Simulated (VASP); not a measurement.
AlFe3, 4 atoms in the cell. The structure is cubic, space group Fm-3m (No. 225). The conventional cell has a = 5.780 Å, b = 5.780 Å, c = 5.780 Å, α = 90.00°, β = 90.00°, γ = 90.00°. Within 3.3 Å of Al (site symmetry m-3m) lie 14 Fe at 2.50 to 2.89 Å. Within 3.3 Å of Fe (site symmetry m-3m) lie 8 Fe at 2.50 Å and 6 Al at 2.89 Å. Fe (site symmetry -43m) has 4 Al at 2.50 Å and 10 Fe at 2.50 to 2.89 Å within 3.3 Å. 

| Property | Result |
| --- | --- |
| Program | VASP 6.6.1 |
| Task | single point |
| Functional | r2SCAN |
| Potentials or basis | VASP PAW PBE potentials, release 64 (Al, Fe) |
| Cutoff | 520 eV |
| k mesh | 12 × 12 × 12 |
| Occupations | gaussian, width 0.05 eV |
| Spin | collinear spin, ferromagnetic start |
| Starting moments | [0.0, 2.89, 2.89, 2.89] μB |
| Dipole correction | no |
| Further INCAR settings | ALGO = Normal; EDIFF = 1e-06; NBANDS = 26 |

Potentials or basis: VASP PAW PBE potentials, release 64 (Al, Fe).

Command:

```bash
$ cat potpaw_PBE.64/Al/POTCAR potpaw_PBE.64/Fe/POTCAR > POTCAR
$ cp INCAR.step1 INCAR
$ mpirun -np 1 vasp_std > vasp.out
$ cp INCAR.step2 INCAR
$ mpirun -np 1 vasp_std > vasp.out
```

Hardware: 1 thread of Intel(R) Xeon(R) 6975P-C (Granite Rapids), with other jobs on the host.

Problem. How long does it take, and how much memory?

Solution. Wall time 5.8 min on 1 thread of Intel(R) Xeon(R) 6975P-C (Granite Rapids) (shared host), peak memory 0.28 GiB. Counts: k points 72.
